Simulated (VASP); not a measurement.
Set up this calculation in VASP 6.6.1, as the native input.

- Task: relaxation of the atoms
- Functional: LDA
- Potentials or basis: VASP PAW LDA potentials, release 64 (C)
- Cutoff: 520 eV
- k mesh: 9 × 9 × 6
- Occupations: gaussian, width 0.02 eV
- Spin: no spin polarisation
- Dipole correction: no
- Further INCAR settings: ALGO = Normal; EDIFF = 1e-06; IBRION = 2; EDIFFG = -0.002; NSW = 60

The structure of C lies in POSCAR:

```
C
1.0
    2.4823635744      0.0000000000      0.0000000000
   -1.2411817872      2.1497899169      0.0000000000
    0.0000000000      0.0000000000      4.1979202822
C
4
Direct
    0.3333333333      0.6666666667     -0.0002181980
    0.6666666667      0.3333333333      0.4997818020
    0.3333333333      0.6666666667      0.3742181980
    0.6666666667      0.3333333333      0.8742181980
```

This cell differs from its parent crystal: strained cell.

These files were run (other wordings do the same):

INCAR

```
PREC     = Accurate       # precision mode
ENCUT    = 520            # plane-wave cutoff, eV
EDIFF    = 1E-6           # SCF threshold, eV
ISMEAR   = 0              # smearing method
SIGMA    = 0.02           # smearing width, eV
LREAL    = False          # projectors in reciprocal space
LASPH    = True           # aspherical terms in the spheres
NELM     = 80             # most SCF steps
ALGO     = Normal         # electronic algorithm
ISIF     = 2              # what is computed and relaxed
LWAVE    = False          # write WAVECAR
LCHARG   = False          # write CHGCAR
GGA      = CA             # functional
IBRION   = 2              # ionic algorithm
NSW      = 60             # ionic steps
EDIFFG   = -0.002         # ionic threshold
```

KPOINTS

```
Automatic mesh
0
Gamma
  9 9 6
```

Potentials or basis: VASP PAW LDA potentials, release 64 (C).

The run is started by

```console
$ cat potpaw_LDA.64/C/POTCAR > POTCAR
$ mpirun -np 1 vasp_std > vasp.out
```

Results of the run:

- Energy gained by relaxing: 0.0 meV/atom
- Ionic steps: 3
- Pressure after relaxing: -4.8 GPa
- Band gap on the k mesh: 3.04 eV, indirect (least direct gap 4.90 eV)

Caveat: the cell differs from its parent crystal (strained cell).

Run time: 5.8 s on 1 thread of Intel(R) Xeon(R) 6975P-C (Granite Rapids), on a shared host, peak memory 0.12 GiB.
